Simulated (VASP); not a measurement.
Wanted: the native input for a VASP 6.6.1 run.

| Property | Result |
| --- | --- |
| Task | single point |
| Functional | PBE |
| Potentials or basis | VASP PAW PBE potentials, release 64 (Sm) |
| Cutoff | 600 eV |
| k mesh | 6 × 6 × 6 |
| Occupations | gaussian, width 0.05 eV |
| Spin | collinear spin, ferromagnetic start |
| Starting moments | [6.83] μB |
| Hubbard terms | Sm f U = 6.0 eV |
| Dipole correction | no |
| Further INCAR settings | ALGO = Normal; EDIFF = 1e-06; NBANDS = 18 |

The structure of Sm lies in POSCAR:

```
Sm
1.0
   -2.3211409455      2.3211409455      2.3211409455
    2.3211409455     -2.3211409455      2.3211409455
    2.3211409455      2.3211409455     -2.3211409455
Sm
1
Direct
    0.0000000000      0.0000000000      0.0000000000
```

This isn't the form of Sm at room conditions, which is rhombohedral.

These files were run (other wordings do the same):

INCAR

```
  ALGO = Normal
  EDIFF = 1E-6
  ENCUT = 600
  GGA = PE
  GGA_COMPAT = False
  ISIF = 2
  ISMEAR = 0
  ISPIN = 2
  LASPH = True
  LCHARG = False
  LDAU = True
  LDAUJ = 0
  LDAUL = 3
  LDAUPRINT = 1
  LDAUTYPE = 2
  LDAUU = 6
  LMAXMIX = 6
  LORBIT = 11
  LREAL = False
  LWAVE = False
  MAGMOM = 6.83
  NBANDS = 18
  NELM = 200
  PREC = Accurate
  SIGMA = 0.05
```

KPOINTS

```
k-points
0
Gamma
  6 6 6
```

Potentials or basis: VASP PAW PBE potentials, release 64 (Sm).

The run is started by

```console
$ cat potpaw_PBE.64/Sm/POTCAR > POTCAR
$ mpirun -np 1 vasp_std > vasp.out
```

Results of the run:

| Item | Value |
| --- | --- |
| Pressure | -2.0 GPa |
| Net moment | 6.53 μB per cell |
| Site moments | Sm +5.74 μB |
| Valence electrons inside the program's atomic spheres | Sm 13.65 |

Caveat: the magnetic or orbital state may not be the lowest.

Wall time 110 s on 1 thread of Intel Xeon 8259CL, with other jobs on the host, peak memory 0.22 GiB.
